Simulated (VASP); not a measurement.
Input of a VASP 6.6.1 run:

INCAR

```
SYSTEM = Si
PREC = Accurate
ENCUT = 520
EDIFF = 1E-6
ISMEAR = 0
SIGMA = 0.02
LREAL = .False.
LASPH = .True.
NELM = 100
ALGO = Normal
ISIF = 2
LWAVE = .False.
LCHARG = .False.
GGA = PE
NBANDS = 11
```

Contents of KPOINTS:

```
Automatic mesh
0
Gamma
  12 12 12
  0 0 0
```

The input POSCAR:

```
Si
1.0
    0.0000000000      2.7346886907      2.7346886907
    2.7346886907      0.0000000000      2.7346886907
    2.7346886907      2.7346886907      0.0000000000
Si
2
Direct
    0.0000000000      0.0000000000      0.0000000000
    0.2500000000      0.2500000000      0.2500000000
```

Potentials or basis: VASP PAW PBE potentials, release 64 (Si).

Command:

```bash
$ cat potpaw_PBE.64/Si/POTCAR > POTCAR
$ mpirun -np 1 vasp_std > vasp.out
```

Task: What does it give for the pressure?

Result: 0.0 GPa.

Task: What does it give for the band gap on the k mesh?

Result: 0.61 eV, indirect (least direct gap 2.56 eV).

A k mesh can miss the band edges. Expect the measured gap to be larger: semilocal functionals such as PBE lack the derivative discontinuity.
